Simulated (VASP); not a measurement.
Write the native input for VASP 6.6.1 that does the following.

```
Task                   : single point
Functional             : PBE
Potentials or basis    : VASP PAW PBE potentials, release 64 (Fe)
Cutoff                 : 520 eV
k mesh                 : 6 × 6 × 8
Occupations            : gaussian, width 0.1 eV
Spin                   : collinear spin, ferromagnetic start
Starting moments       : [4.0, 4.0, 4.0] μB
Dipole correction      : no
Further INCAR settings : ALGO = Normal; EDIFF = 1e-07; NBANDS = 23
```

The structure of Fe lies in POSCAR:

```
Fe
1.0
    4.0313070708      0.0000000000      0.0000000000
   -2.0156535354      3.4912143338      0.0000000000
    0.0000000000      0.0000000000      2.4945310889
Fe
3
Direct
    0.0000000000      0.0000000000      0.0000000000
    0.3333333300      0.6666666700      0.5000000000
    0.6666666700      0.3333333300      0.5000000000
```

This cell differs from its parent crystal: Ti replaced by Fe, lengths x 0.895, strained.

These files were run (other wordings do the same):

INCAR

```
SYSTEM = Fe
PREC = Accurate ; ENCUT = 520
EDIFF = 1E-7 ; ISMEAR = 0
SIGMA = 0.1 ; LREAL = .FALSE.
LASPH = .TRUE. ; NELM = 150
ALGO = Normal ; ISIF = 2
LWAVE = .FALSE. ; LCHARG = .TRUE.
ISPIN = 2 ; MAGMOM = 4 4 4
LORBIT = 11 ; LMAXMIX = 4
GGA = PE ; LELF = .TRUE.
LVHAR = .TRUE. ; NBANDS = 23
```

KPOINTS

```
Automatic mesh
0
G
  6 6 8
  0 0 0
```

Potentials or basis: VASP PAW PBE potentials, release 64 (Fe).

Launch:

```sh
$ cat potpaw_PBE.64/Fe/POTCAR > POTCAR
$ mpirun -np 1 vasp_std > vasp.out
```

It gave:

| Property | Result |
| --- | --- |
| Pressure | 5.1 GPa |
| Net moment | 7.30 μB per cell |
| Site moments | Fe +2.63, +2.32 μB |
| Valence electrons inside the program's atomic spheres | Fe 7.14, 7.28 |

Caveat: the cell differs from its parent crystal (Ti replaced by Fe, lengths x 0.895, strained).

Run time: 100 s on 1 thread of Intel(R) Xeon(R) Platinum 8259CL CPU @ 2.50GHz (Skylake/Cascade Lake), on a shared host, peak memory 0.18 GiB.
